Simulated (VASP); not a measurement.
# Be (I4/mmm) in VASP: further runs, part 2 of 2

VASP 6.6.1. Earlier steps stand in the parts before.

### Step 3. Electric field gradients, PBEsol (equal xx and yy strain of +1 %)

INCAR reads:

```
PREC = Accurate
ENCUT = 520
EDIFF = 1E-8
ISMEAR = -1
SIGMA = 0.03
LREAL = False
LASPH = True
NELM = 60
ALGO = Normal
ISIF = 2
LWAVE = False
LCHARG = False
GGA = PS
LEFG = True
NBANDS = 7
```

KPOINTS reads:

```
Automatic mesh
0
Gamma
  23 23 23
```

POSCAR reads:

```
Be
1.0
   -1.2656521608      1.2656521608      1.2531209513
    1.2656521608     -1.2656521608      1.2531209513
    1.2656521608      1.2656521608     -1.2531209513
Be
1
Direct
    0.0000000000      0.0000000000      0.0000000000
```

Potentials or basis: VASP PAW PBE potentials, release 64 (Be).

Launch:

```
$ cat potpaw_PBE.64/Be/POTCAR > POTCAR
$ mpirun -np 1 vasp_std > vasp.out
```

OUTCAR:

```text
PREC = Accurate
   ENCUT = 520
   EDIFF = 1E-8
   ISMEAR = -1
   LREAL = False
   LASPH = True
   NELM = 60
   ISIF = 2
   GGA = PS

 ion  position               nearest neighbor table
   1  0.000  0.000  0.000-

  LATTYP: Found a body centered tetragonal cell.
 ALAT       =     2.5313043216
 C/A-ratio  =     0.9900990099

  Lattice vectors:

 A1 = (  -1.2656521608,   1.2656521608,   1.2531209513)
 A2 = (   1.2656521608,  -1.2656521608,   1.2531209513)
 A3 = (   1.2656521608,   1.2656521608,  -1.2531209513)

Analysis of symmetry for initial positions (statically):
=====================================================================
 Subroutine PRICEL returns:
 Original cell was already a primitive cell.

 Routine SETGRP: Setting up the symmetry group for a
 body centered tetragonal supercell.

 Subroutine GETGRP returns: Found 16 space group operations
 (whereof 16 operations were pure point group operations)
 out of a pool of 16 trial point group operations.

The static configuration has the point symmetry D_4h.

Analysis of symmetry for dynamics (positions and initial velocities):
=====================================================================
 Subroutine PRICEL returns:
 Original cell was already a primitive cell.

 Routine SETGRP: Setting up the symmetry group for a
 body centered tetragonal supercell.

 Subroutine GETGRP returns: Found 16 space group operations
 (whereof 16 operations were pure point group operations)
 out of a pool of 16 trial point group operations.

The dynamic configuration has the point symmetry D_4h.

 Subroutine INISYM returns: Found 16 space group operations
 (whereof 16 operations are pure point group operations),
 and found     1 'primitive' translations

----------------------------------------------------------------------------------------

                                     Primitive cell

  volume of cell :       8.0294

  direct lattice vectors                    reciprocal lattice vectors
    -1.265652161  1.265652161  1.253120951     0.000000000  0.395053250  0.399003783
     1.265652161 -1.265652161  1.253120951     0.395053250  0.000000000  0.399003783
     1.265652161  1.265652161 -1.253120951     0.395053250  0.395053250  0.000000000

  length of vectors
     2.184962907  2.184962907  2.184962907     0.561490062  0.561490062  0.558689665

  position of ions in fractional coordinates (direct lattice)
     0.000000000  0.000000000  0.000000000

  ion indices of the primitive-cell ions
   primitive index   ion index
                 1           1

----------------------------------------------------------------------------------------

 KPOINTS: Automatic mesh

Automatic generation of k-mesh.
 Grid dimensions read from file:
 generate k-points for:   23   23   23

 Generating k-lattice:

  Cartesian coordinates                     Fractional coordinates (reciprocal lattice)
[... 60 lines left out ...]
   EDIFF  = 0.1E-07   stopping-criterion for ELM
   LREAL  =      F    real-space projection
   EDIFFG = 0.1E-06   stopping-criterion for IOM
   NSW    =      0    number of steps for IOM
   IBRION =     -1    ionic relax: 0-MD 1-quasi-New 2-CG
   NFREE  =      0    steps in history (QN), initial steepest desc. (CG)
   ISIF   =      2    stress and relaxation
   ISYM   =      2    0-nonsym 1-usesym 2-fastsym
   POTIM  = 0.5000    time-step for ionic-motion
   TEBEG  =    0.0;   TEEND  =   0.0 temperature during run
   PSTRESS=    0.0 pullay stress
   NELECT =       2.0000    total number of electrons
   NUPDOWN=      -1.0000    fix difference up-down
   EMIN   =  10.00;   EMAX   =-10.00  energy-range for DOS
   EFERMI =   0.00;   METHOD = LEGACY
   ISMEAR =    -1;   SIGMA  =   0.03  broadening in eV -4-tet -1-fermi 0-gaus
   EFERMI_NEDOS =   21; number of points for ismear=-14 and -15
   IALGO  =     38    algorithm
   IMIX   =      4    mixing-type and parameters
     AMIX     =   0.40;   BMIX     =  1.00
     AMIX_MAG =   1.60;   BMIX_MAG =  1.00
  volume/ion in A,a.u.               =       8.03        54.18
  Fermi-wavevector in a.u.,A,eV,Ry     =   1.030048  1.946509 14.435775  1.061000
  Thomas-Fermi vector in A             =   2.164127
   LORBIT       =      0    0 simple, 1 ext, 2 COOP (PROOUT), +10 PAW based schemes
   GGA     = PS    functional components
   LHFCALC =     F    Hartree Fock is set to
   AEXX    =    0.0000 exact exchange contribution
   IVDW    =     0    specifies the selected vdW correction
   LEPSILON=     F    determine dielectric tensor
   LRPA    =     F    only Hartree local field effects (RPA)
 non-spin polarized calculation
  energy-cutoff  :      520.00
  volume of cell :        8.03
 maximum number of plane-waves:       236
   NGX =  9   NGY =  9   NGZ =  9

 number of electron       2.0000000 magnetization

 Free energy of the ion-electron system (eV)
  ---------------------------------------------------
  ext. energy  EPLUGINS =         0.00000000
  ---------------------------------------------------
  free energy    TOTEN  =        -3.89607833 eV

  energy without entropy =       -3.89547514  energy(sigma->0) =       -3.89577673

 E-fermi :   7.7527     XC(G=0): -10.5630

 val. band max:        7.7464668979   @ k =  -0.4348   0.4783   0.3478
 cond. band min:       7.7565808700   @ k =  -0.4348  -0.4783   0.3043
 fundamental gap:      0.0101139722
 Fermi energy:         7.7527464412

 k-point     1 :       0.0000    0.0000    0.0000
  band No.  band energies     occupation
      1      -4.3691      2.00000
      2      26.7455      0.00000
      3      26.7455      0.00000
      4      26.8313      0.00000
      5      37.7658      0.00000
      6      38.2046      0.00000
      7      38.2046      0.00000
[... 221 lines left out ...]
 k-point    24 :      -0.4783    0.0435   -0.0000
  band No.  band energies     occupation
      1       2.2713      2.00000
      2       8.6873      0.00000
      3      19.5736      0.00000
      4      22.3604      0.00000
      5      28.6208      0.00000
      6      33.5381      0.00000
      7      43.2794      0.00000

 [... further k-points ...]
[... 5 lines left out ...]
  --------------------------------------------------------------------------------------
  -------------------------------------------------------------------------------------
  Total       -0.1873841     -0.1873841     -0.2110018      0.0000000      0.0000000      0.0000000
  in kB      -37.3905350    -37.3905350    -42.1032015      0.0000000      0.0000000      0.0000000
  external PRESSURE =     -38.9614238 kB  Pullay stress =       0.0000000 kB

 VOLUME and BASIS-vectors are now :
 -----------------------------------------------------------------------------
  energy-cutoff  :      520.00
  volume of cell :        8.03
      direct lattice vectors                 reciprocal lattice vectors
    -1.265652161  1.265652161  1.253120951     0.000000000  0.395053250  0.399003783
     1.265652161 -1.265652161  1.253120951     0.395053250  0.000000000  0.399003783
     1.265652161  1.265652161 -1.253120951     0.395053250  0.395053250  0.000000000

 POSITION                                       TOTAL-FORCE (eV/Angst)
 -----------------------------------------------------------------------------------
      0.00000      0.00000      0.00000        -0.000000      0.000000      0.000000
 -----------------------------------------------------------------------------------
    total drift:                                0.000000      0.000000     -0.000000

  FREE ENERGIE OF THE ION-ELECTRON SYSTEM (eV)
  ---------------------------------------------------
  free  energy   TOTEN  =        -3.8960783267 eV

  energy  without entropy=       -3.8954751415  energy(sigma->0) =       -3.89577673

 Electric field gradients (V/A^2)
---------------------------------------------------------------------
 ion       V_xx      V_yy      V_zz      V_xy      V_xz      V_yz
---------------------------------------------------------------------
   1       0.027     0.027    -0.054     0.000     0.000     0.000
---------------------------------------------------------------------

 Electric field gradients after diagonalization (V/A^2)
 (convention: |V_zz| > |V_xx| > |V_yy|)
----------------------------------------------------------------------
 ion       V_xx      V_yy      V_zz     asymmetry (V_yy - V_xx)/ V_zz
----------------------------------------------------------------------
   1       0.027     0.027    -0.054       0.000
----------------------------------------------------------------------

           NMR quadrupolar parameters

 Cq : quadrupolar parameter    Cq=e*Q*V_zz/h
 eta: asymmetry parameters     (V_yy - V_xx)/ V_zz
 Q  : nuclear electric quadrupole moment in mb (millibarn)
----------------------------------------------------------------------
 ion       Cq(MHz)       eta       Q (mb)
----------------------------------------------------------------------
   1      -0.000       0.000       1.000
----------------------------------------------------------------------
```

stdout:

```text
POSCAR found type information on POSCAR Be
 POSCAR found :  1 types and       1 ions
 scaLAPACK will be used
 -----------------------------------------------------------------------------
|                                                                             |
|                                                                             |
|     You enforced a specific xc type in the INCAR file but a different       |
|     I HOPE YOU KNOW WHAT YOU ARE DOING!                                     |
|                                                                             |
 -----------------------------------------------------------------------------

 LDA part: xc-table for (Slater+PW92), standard interpolation
 POSCAR, INCAR and KPOINTS ok, starting setup
 FFT: planning ... GRIDC
 FFT: planning ... GRID_SOFT
 FFT: planning ... GRID
 WAVECAR not read
 entering main loop
ion   1
```

Run time: 20 s. Hardware: 1 thread of AMD EPYC 9R45 (Zen 5), shared host; peak memory 0.12 GiB.

Results:

```
Free energy            : -3.8961 eV
Pressure               : -3.9 GPa
Band gap on the k mesh : zero (band 1 reaches 11.45 eV, above the bottom of band 2 at 6.48 eV)
```

Caveat: the cell differs from its parent crystal (equal xx and yy strain of +1 %); without QUAD_EFG the Cq values of the log hold for a quadrupole moment of 1 mb, not for the nuclei; the PAW data sets were made with another functional, which shifts forces and pressure a little.

### Step 4. Electric field gradients, PBEsol (equal xx and yy strain of +3 %)

INCAR reads:

```
  ALGO = Normal
  EDIFF = 1E-8
  ENCUT = 520
  GGA = PS
  ISIF = 2
  ISMEAR = -1
  LASPH = T
  LCHARG = F
  LEFG = T
  LREAL = F
  LWAVE = F
  NBANDS = 7
  NELM = 80
  PREC = Accurate
  SIGMA = 0.03
```

KPOINTS reads:

```
k-points
0
Gamma
  23 23 23
```

POSCAR reads:

```
Be
1.0
   -1.2907145798      1.2907145798      1.2531209513
    1.2907145798     -1.2907145798      1.2531209513
    1.2907145798      1.2907145798     -1.2531209513
Be
1
Direct
    0.0000000000      0.0000000000      0.0000000000
```

Potentials or basis: VASP PAW PBE potentials, release 64 (Be).

Launch:

```
$ cat potpaw_PBE.64/Be/POTCAR > POTCAR
$ mpirun -np 1 vasp_std > vasp.out
```

OUTCAR:

```text
EDIFF = 1E-8
   ENCUT = 520
   GGA = PS
   ISIF = 2
   ISMEAR = -1
   LASPH = T
   LREAL = F
   NELM = 80
   PREC = Accurate

 ion  position               nearest neighbor table
   1  0.000  0.000  0.000-

  LATTYP: Found a body centered tetragonal cell.
 ALAT       =     2.5814291596
 C/A-ratio  =     0.9708737864

  Lattice vectors:

 A1 = (  -1.2907145798,   1.2907145798,   1.2531209513)
 A2 = (   1.2907145798,  -1.2907145798,   1.2531209513)
 A3 = (   1.2907145798,   1.2907145798,  -1.2531209513)

Analysis of symmetry for initial positions (statically):
=====================================================================
 Subroutine PRICEL returns:
 Original cell was already a primitive cell.

 Routine SETGRP: Setting up the symmetry group for a
 body centered tetragonal supercell.

 Subroutine GETGRP returns: Found 16 space group operations
 (whereof 16 operations were pure point group operations)
 out of a pool of 16 trial point group operations.

The static configuration has the point symmetry D_4h.

Analysis of symmetry for dynamics (positions and initial velocities):
=====================================================================
 Subroutine PRICEL returns:
 Original cell was already a primitive cell.

 Routine SETGRP: Setting up the symmetry group for a
 body centered tetragonal supercell.

 Subroutine GETGRP returns: Found 16 space group operations
 (whereof 16 operations were pure point group operations)
 out of a pool of 16 trial point group operations.

The dynamic configuration has the point symmetry D_4h.
[... 143 lines left out ...]

 E-fermi :   7.3719     XC(G=0): -10.4358

 val. band max:        7.3602149111   @ k =   0.3478   0.3043   0.0870
 cond. band min:       7.3776771999   @ k =  -0.3913  -0.4783   0.3043
 fundamental gap:      0.0174622887
 Fermi energy:         7.3719294565

 k-point     1 :       0.0000    0.0000    0.0000
  band No.  band energies     occupation
      1      -4.4681      2.00000
      2      25.7425      0.00000
      3      25.7425      0.00000
      4      26.0119      0.00000
      5      36.1388      0.00000
      6      37.4171      0.00000
      7      37.4171      0.00000
[... 221 lines left out ...]
 k-point    24 :      -0.4783    0.0435   -0.0000
  band No.  band energies     occupation
      1       2.1305      2.00000
      2       8.3447      0.00000
      3      18.7311      0.00000
      4      21.4253      0.00000
      5      27.5687      0.00000
      6      32.3118      0.00000
      7      42.2243      0.00000

 [... further k-points ...]
[... 5 lines left out ...]
  --------------------------------------------------------------------------------------
  -------------------------------------------------------------------------------------
  Total       -0.4285387     -0.4285387     -0.3821523      0.0000000      0.0000000      0.0000000
  in kB      -82.2218465    -82.2218465    -73.3218897      0.0000000      0.0000000      0.0000000
  external PRESSURE =     -79.2551943 kB  Pullay stress =       0.0000000 kB

 VOLUME and BASIS-vectors are now :
 -----------------------------------------------------------------------------
  energy-cutoff  :      520.00
  volume of cell :        8.35
      direct lattice vectors                 reciprocal lattice vectors
    -1.290714580  1.290714580  1.253120951     0.000000000  0.387382314  0.399003783
     1.290714580 -1.290714580  1.253120951     0.387382314  0.000000000  0.399003783
     1.290714580  1.290714580 -1.253120951     0.387382314  0.387382314  0.000000000

 POSITION                                       TOTAL-FORCE (eV/Angst)
 -----------------------------------------------------------------------------------
      0.00000      0.00000      0.00000        -0.000000      0.000000     -0.000000
 -----------------------------------------------------------------------------------
    total drift:                               -0.000000     -0.000000     -0.000000

  FREE ENERGIE OF THE ION-ELECTRON SYSTEM (eV)
  ---------------------------------------------------
  free  energy   TOTEN  =        -3.8840322422 eV

  energy  without entropy=       -3.8835648569  energy(sigma->0) =       -3.88379855

 Electric field gradients (V/A^2)
---------------------------------------------------------------------
 ion       V_xx      V_yy      V_zz      V_xy      V_xz      V_yz
---------------------------------------------------------------------
   1       0.168     0.168    -0.335     0.000     0.000     0.000
---------------------------------------------------------------------

 Electric field gradients after diagonalization (V/A^2)
 (convention: |V_zz| > |V_xx| > |V_yy|)
----------------------------------------------------------------------
 ion       V_xx      V_yy      V_zz     asymmetry (V_yy - V_xx)/ V_zz
----------------------------------------------------------------------
   1       0.168     0.168    -0.335       0.000
----------------------------------------------------------------------

           NMR quadrupolar parameters

 Cq : quadrupolar parameter    Cq=e*Q*V_zz/h
 eta: asymmetry parameters     (V_yy - V_xx)/ V_zz
 Q  : nuclear electric quadrupole moment in mb (millibarn)
----------------------------------------------------------------------
 ion       Cq(MHz)       eta       Q (mb)
----------------------------------------------------------------------
   1      -0.001       0.000       1.000
----------------------------------------------------------------------
```

OSZICAR:

```text
N       E                     dE             d eps       ncg     rms          rms(c)
DAV:   1    -0.275452047698E+01   -0.27545E+01   -0.11022E+03 14112   0.232E+02
DAV:   2    -0.389375190607E+01   -0.11392E+01   -0.10922E+01 18396   0.246E+01
DAV:   3    -0.389571957046E+01   -0.19677E-02   -0.19645E-02 14686   0.880E-01
DAV:   4    -0.389571992841E+01   -0.35795E-06   -0.35761E-06 19950   0.124E-02
DAV:   5    -0.389571992855E+01   -0.13821E-09   -0.66652E-10 14882   0.618E-05    0.763E-01
DAV:   6    -0.388748515303E+01    0.82348E-02   -0.42105E-04 14287   0.220E-01    0.464E-01
DAV:   7    -0.388403747958E+01    0.34477E-02   -0.47846E-04 14021   0.226E-01    0.161E-02
DAV:   8    -0.388403175015E+01    0.57294E-05   -0.11642E-06 15813   0.998E-03    0.270E-03
DAV:   9    -0.388403228180E+01   -0.53165E-06   -0.12066E-07 16345   0.200E-03    0.922E-05
DAV:  10    -0.388403226138E+01    0.20419E-07   -0.14227E-10 13125   0.112E-04    0.442E-05
DAV:  11    -0.388403224214E+01    0.19240E-07   -0.72054E-11  7903   0.840E-05    0.249E-06
DAV:  12    -0.388403224215E+01   -0.13003E-10   -0.16726E-12  7182   0.109E-05
   1 F= -.38840322E+01 E0= -.38837985E+01  d E =-.467385E-03
```

stdout:

```text
POSCAR found type information on POSCAR Be
 POSCAR found :  1 types and       1 ions
 scaLAPACK will be used
 -----------------------------------------------------------------------------
|                                                                             |
|                                                                             |
|     You enforced a specific xc type in the INCAR file but a different       |
|     I HOPE YOU KNOW WHAT YOU ARE DOING!                                     |
|                                                                             |
 -----------------------------------------------------------------------------

 LDA part: xc-table for (Slater+PW92), standard interpolation
 POSCAR, INCAR and KPOINTS ok, starting setup
 FFT: planning ... GRIDC
 FFT: planning ... GRID_SOFT
 FFT: planning ... GRID
 WAVECAR not read
 entering main loop
ion   1
```

It took 20 s on 1 thread of AMD EPYC 9R45 (Zen 5), shared host; peak memory 0.12 GiB.

Results:

| Property | Result |
| --- | --- |
| Free energy | -3.8840 eV |
| Pressure | -7.9 GPa |
| Band gap on the k mesh | zero (band 1 reaches 10.86 eV, above the bottom of band 2 at 6.25 eV) |

Electric field gradients, principal values (V/Å²):
| atom | least | middle | greatest (by size) |
| --- | --- | --- | --- |
| 1 Be | 0.168 | 0.168 | -0.335 |

Caveat: the cell differs from its parent crystal (equal xx and yy strain of +3 %); without QUAD_EFG the Cq values of the log hold for a quadrupole moment of 1 mb, not for the nuclei; the PAW data sets were made with another functional, which shifts forces and pressure a little.
